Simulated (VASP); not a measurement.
Set up this calculation in VASP 6.6.1, as the native input.

| Quantity | Value |
| --- | --- |
| Task | relaxation of cell and atoms |
| Functional | LDA |
| Potentials or basis | VASP PAW LDA potentials, release 64 (K_sv, Zr_sv, O) |
| Cutoff | 600 eV |
| k mesh | 6 × 6 × 6 |
| Occupations | gaussian, width 0.05 eV |
| Spin | no spin polarisation |
| Dipole correction | no |
| Further INCAR settings | ALGO = Normal; EDIFF = 1e-07; IBRION = 2; EDIFFG = -0.01; NSW = 80; ISIF = 3 |

The structure of KZrO3 lies in POSCAR:

```
KZrO3
1.0
    4.2382850000      0.0000000000      0.0000000000
    0.0000000000      4.2382850000      0.0000000000
    0.0000000000      0.0000000000      4.2382850000
K Zr O
1 1 3
Direct
    0.0000000000      0.0000000000      0.0000000000
    0.5000000000      0.5000000000      0.5000000000
    0.5000000000      0.5000000000      0.0000000000
    0.5000000000      0.0000000000      0.5000000000
    0.0000000000      0.5000000000      0.5000000000
```

These files were run (other wordings do the same):

INCAR

```
SYSTEM = KZrO3
ALGO     = Normal         ! electronic algorithm
EDIFF    = 1E-7           ! SCF threshold, eV
EDIFFG   = -0.01          ! ionic threshold
ENCUT    = 600            ! plane-wave cutoff, eV
IBRION   = 2              ! ionic algorithm
ISIF     = 3              ! what is computed and relaxed
ISMEAR   = 0              ! smearing method
LASPH    = .True.         ! aspherical terms in the spheres
LCHARG   = .False.        ! write CHGCAR
LREAL    = .False.        ! projectors in reciprocal space
LWAVE    = .False.        ! write WAVECAR
NELM     = 60             ! most SCF steps
NSW      = 80             ! ionic steps
PREC     = Accurate       ! precision mode
SIGMA    = 0.05           ! smearing width, eV
```

KPOINTS

```
k-points
0
Gamma
  6 6 6
  0 0 0
```

Potentials or basis: VASP PAW LDA potentials, release 64 (K_sv, Zr_sv, O).

Run with:

```sh
$ cat potpaw_LDA.64/K_sv/POTCAR potpaw_LDA.64/Zr_sv/POTCAR potpaw_LDA.64/O/POTCAR > POTCAR
$ mpirun -np 1 vasp_std > vasp.out
```

It gave:

```json
{
  "Relaxed volume": "14.13 Å³/atom",
  "Relaxed cell": "a = 4.134 Å, b = 4.134 Å, c = 4.134 Å, α = 90.00°, β = 90.00°, γ = 90.00°",
  "Space group after relaxing (to 0.1 Å)": "Pm-3m (No. 221)",
  "Energy gained by relaxing": "35.1 meV/atom",
  "Ionic steps": "3",
  "Pressure after relaxing": "-0.1 GPa",
  "Band gap on the k mesh": "zero (an odd number of electrons rules out a gap without spin polarisation)"
}
```

Caveat: an odd number of electrons without spin polarisation forces a metal; a magnetic or distorted state may lie lower.

Wall time 64 s on 1 thread of AMD EPYC 9R45 96-Core Processor (Zen 5) (shared host), peak memory 0.18 GiB.
